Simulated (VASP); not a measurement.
Write the native input for VASP 6.6.1 that does the following.

```
Task                   : single point
Functional             : PBE
Potentials or basis    : VASP PAW PBE potentials, release 64 (Nb_sv, Si, O)
Cutoff                 : 600 eV
k mesh                 : 6 × 6 × 4
Occupations            : gaussian, width 0.2 eV
Spin                   : no spin polarisation
Dipole correction      : no
Further INCAR settings : ALGO = Normal; EDIFF = 1e-06; NBANDS = 53
```

The structure of Nb2SiO2 lies in POSCAR:

```
Nb2SiO2
1.0
   -3.4513798229      0.0000000000      0.0000000000
    1.7256899114      1.7256899114     -5.3713280736
    0.0000000000     -6.9027596457      0.0000000000
Nb Si O
4 2 4
Direct
    0.6337347633      0.2674695267      0.8168673817
    0.6337347633      0.2674695267      0.3168673817
    0.3662652367      0.7325304733      0.6831326183
    0.3662652367      0.7325304733      0.1831326183
    1.0000000000      1.0000000000      1.0000000000
    0.0000000000      0.0000000000      0.5000000000
    0.7500000000      0.5000000000      0.6250000000
    0.7500000000      0.5000000000      0.1250000000
    0.2500000000      0.5000000000      0.8750000000
    0.2500000000      0.5000000000      0.3750000000
```

One way to write it, as run:

INCAR

```
  PREC = Accurate
  ENCUT = 600
  EDIFF = 1E-6
  ISMEAR = 0
  SIGMA = 0.2
  LREAL = False
  LASPH = True
  NELM = 120
  ALGO = Normal
  ISIF = 2
  LWAVE = False
  LCHARG = True
  GGA = PE
  LELF = True
  LVHAR = True
  NBANDS = 53
  GGA_COMPAT = False
```

KPOINTS

```
Automatic mesh
0
Gamma
  6 6 4
```

Potentials or basis: VASP PAW PBE potentials, release 64 (Nb_sv, Si, O).

Run with:

```console
$ cat potpaw_PBE.64/Nb_sv/POTCAR potpaw_PBE.64/Si/POTCAR potpaw_PBE.64/O/POTCAR > POTCAR
$ mpirun -np 1 vasp_std > vasp.out
```

It gave:

```
Pressure               : -0.3 GPa
Largest force          : 0.038 eV/Å
Band gap on the k mesh : zero (bands 42 and 43 overlap by 0.17 eV)
```

It took 7.7 min on 1 thread of Intel(R) Xeon(R) 6975P-C (Granite Rapids), on a shared host, peak memory 0.45 GiB.
